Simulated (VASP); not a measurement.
Li3Al: vibrations by perturbation theory with LDA

The system is Li3Al.

```
Li Al
1.0
    -1.97084    1.97084    4.41090
     1.97084   -1.97084    4.41090
     1.97084    1.97084   -4.41090
Li Al
3 1
Direct
  0.75000 0.25000 0.50000
  0.25000 0.75000 0.50000
  0.50000 0.50000 0.00000
  0.00000 0.00000 0.00000
```

```
Program                : VASP 6.6.1
Task                   : vibrations by perturbation theory
Functional             : LDA
Potentials or basis    : VASP PAW LDA potentials, release 64 (Li_sv, Al)
Cutoff                 : 520 eV
k mesh                 : 8 × 8 × 8
Occupations            : fermi-dirac, width 0.1 eV
Spin                   : no spin polarisation
Dipole correction      : no
Further INCAR settings : ALGO = Normal; EDIFF = 1e-08; NBANDS = 14; IBRION = 8; NSW = 1
```

```
Highest phonon frequency at Γ : 355 cm⁻¹
```

Phonon frequencies in cm⁻¹ (negative: imaginary):
```tsv
q point	frequencies
(0.000, 0.000, 0.000)	-2 -2 -1 157 220 220 236 345 345 353 353 355
```

It took 22 min on 1 thread of Intel(R) Xeon(R) Platinum 8488C (Sapphire Rapids) (shared host), peak memory 0.46 GiB.

Caveat: the cell stands under pressure or tension, which shifts response properties.
